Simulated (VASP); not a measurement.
Set up this calculation in VASP 6.6.1, as the native input.

| Item | Value |
| --- | --- |
| Task | single point |
| Functional | PBE |
| Potentials or basis | VASP PAW PBE potentials, release 64 (Na_pv, H) |
| Cutoff | 520 eV |
| k mesh | 8 × 8 × 8 |
| Occupations | fermi-dirac, width 0.02 eV |
| Spin | no spin polarisation |
| Dipole correction | no |
| Further INCAR settings | ALGO = Normal; EDIFF = 1e-07; NBANDS = 11 |

The structure of NaH lies in POSCAR:

```
NaH
1.0
    0.0000000000      2.5392694138      2.6775996420
    2.5392694138      0.0000000000      2.6775996420
    2.5392694138      2.5392694138      0.0000000000
Na H
1 1
Direct
    0.0000000000      0.0000000000      0.0000000000
    0.2500000000      0.2500000000      0.2500000000
```

This cell differs from its parent crystal: epitaxial xy strain -2.2%.

The input as run:

INCAR

```
SYSTEM = NaH
PREC = Accurate
ENCUT = 520
EDIFF = 1E-7
ISMEAR = -1
SIGMA = 0.02
LREAL = .False.
LASPH = .True.
NELM = 60
ALGO = Normal
ISIF = 2
LWAVE = .False.
LCHARG = .False.
GGA = PE
NBANDS = 11
```

KPOINTS

```
Automatic mesh
0
Gamma
  8 8 8
  0 0 0
```

Potentials or basis: VASP PAW PBE potentials, release 64 (Na_pv, H).

Command:

```bash
$ cat potpaw_PBE.64/Na_pv/POTCAR potpaw_PBE.64/H/POTCAR > POTCAR
$ mpirun -np 1 vasp_std > vasp.out
```

It gave:

```
Pressure               : 0.5 GPa
Band gap on the k mesh : 3.57 eV (least direct gap 4.34 eV)
```

Caveat: the cell differs from its parent crystal (epitaxial xy strain -2.2%).

Run time: 20 s on 1 thread of Intel(R) Xeon(R) Platinum 8259CL CPU @ 2.50GHz (Skylake/Cascade Lake), on a shared host, peak memory 0.16 GiB.
